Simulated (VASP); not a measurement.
Input of a VASP 6.6.1 run:

The input POSCAR:

```
NaH
1.0
    0.0000000000      2.3569136953      2.5537159888
    2.3569136953      0.0000000000      2.5537159888
    2.3569136953      2.3569136953      0.0000000000
Na H
1 1
Direct
    0.0000000000      0.0000000000      0.0000000000
    0.5000000000      0.5000000000      0.5000000000
```

The input INCAR.step1:

```
ALGO     = Normal         # electronic algorithm
EDIFF    = 1E-4           # SCF threshold, eV
ENCUT    = 520            # plane-wave cutoff, eV
GGA      = PE             # functional
ISMEAR   = -1             # smearing method
LASPH    = T              # aspherical terms in the spheres
LCHARG   = F              # write CHGCAR
LREAL    = F              # projectors in reciprocal space
LWAVE    = T              # write WAVECAR
NBANDS   = 11             # bands
NELM     = 100            # most SCF steps
PREC     = Accurate       # precision mode
SIGMA    = 0.2            # smearing width, eV
```

The input INCAR.step2:

```
ALGO     = Normal         # electronic algorithm
EDIFF    = 1E-6           # SCF threshold, eV
ENCUT    = 520            # plane-wave cutoff, eV
ISIF     = 2              # what is computed and relaxed
ISMEAR   = -1             # smearing method
ISTART   = 1            
LASPH    = T              # aspherical terms in the spheres
LCHARG   = F              # write CHGCAR
LMIXTAU  = T            
LREAL    = F              # projectors in reciprocal space
LWAVE    = F              # write WAVECAR
METAGGA  = R2SCAN         # meta-GGA
NBANDS   = 11             # bands
NELM     = 100            # most SCF steps
PREC     = Accurate       # precision mode
SIGMA    = 0.2            # smearing width, eV
```

The input KPOINTS:

```
k-points
0
Gamma
  10 10 10
```

Potentials or basis: VASP PAW PBE potentials, release 64 (Na_pv, H).

The run is started by

```console
$ cat potpaw_PBE.64/Na_pv/POTCAR potpaw_PBE.64/H/POTCAR > POTCAR
$ cp INCAR.step1 INCAR
$ mpirun -np 1 vasp_std > vasp.out
$ cp INCAR.step2 INCAR
$ mpirun -np 1 vasp_std > vasp.out
```

Estimate the pressure.

-0.5 GPa.

Estimate the band gap on the k mesh.

4.32 eV, indirect (least direct gap 5.00 eV).

Stress tensor (GPa, compression positive):
```
 0.36  0.00  0.00
 0.00  0.36  0.00
 0.00  0.00 -2.17
```

Caveat: the PAW data sets were made with another functional, which shifts forces and pressure a little. A k mesh can miss the band edges.
